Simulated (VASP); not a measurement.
Wanted: the native input for a VASP 6.6.1 run.

| Quantity | Value |
| --- | --- |
| Task | single point |
| Functional | LDA |
| Potentials or basis | VASP PAW LDA potentials, release 64 (Na_pv, Ti_sv, O) |
| Cutoff | 520 eV |
| k mesh | 10 × 10 × 10 |
| Occupations | fermi-dirac, width 0.03 eV |
| Spin | collinear spin, ferromagnetic start |
| Starting moments | [0.0, 0.2, 0.0, 0.0] μB |
| Fixed moment | 0.2 μB |
| Dipole correction | no |
| Further INCAR settings | ALGO = Normal; EDIFF = 1e-06; NBANDS = 28 |

The structure of NaTiO2 lies in POSCAR:

```
NaTiO2
1.0
    1.5065914500      0.8698309792      5.3990454898
   -1.5065914500      0.8698309792      5.3990454898
    0.0000000000     -1.7396619584      5.3990454898
Na Ti O
1 1 2
Direct
    0.0000000000      0.0000000000      0.0000000000
    0.5000000000      0.5000000000      0.5000000000
    0.7638036100      0.7638036100      0.7638036100
    0.2361963900      0.2361963900      0.2361963900
```

One way to write it, as run:

INCAR

```
SYSTEM = NaTiO2
PREC = Accurate
ENCUT = 520
EDIFF = 1E-6
ISMEAR = -1
SIGMA = 0.03
LREAL = .False.
LASPH = .True.
NELM = 150
ALGO = Normal
ISIF = 2
LWAVE = .False.
LCHARG = .False.
ISPIN = 2
MAGMOM = 0 0.2 0 0
LORBIT = 11
NUPDOWN = 0.2
LMAXMIX = 4
NBANDS = 28
```

KPOINTS

```
regular mesh
0
Gamma
  10 10 10
  0 0 0
```

Potentials or basis: VASP PAW LDA potentials, release 64 (Na_pv, Ti_sv, O).

Command:

```console
$ cat potpaw_LDA.64/Na_pv/POTCAR potpaw_LDA.64/Ti_sv/POTCAR potpaw_LDA.64/O/POTCAR > POTCAR
$ mpirun -np 1 vasp_std > vasp.out
```

It gave:

The pressure is -9.0 GPa and the largest force is 0.157 eV/Å. The net moment is 0.20 μB per cell, the site moments are Na +0.00; Ti +0.16; O +0.00 μB and the valence electrons inside the program's atomic spheres are Na 6.08; Ti 10.28; O 5.01.

Caveat: the total moment is fixed, so each spin has its own Fermi level.

It took 14 min on 1 thread of Oxide Virtual Turin-like Processor (shared host), peak memory 0.34 GiB.
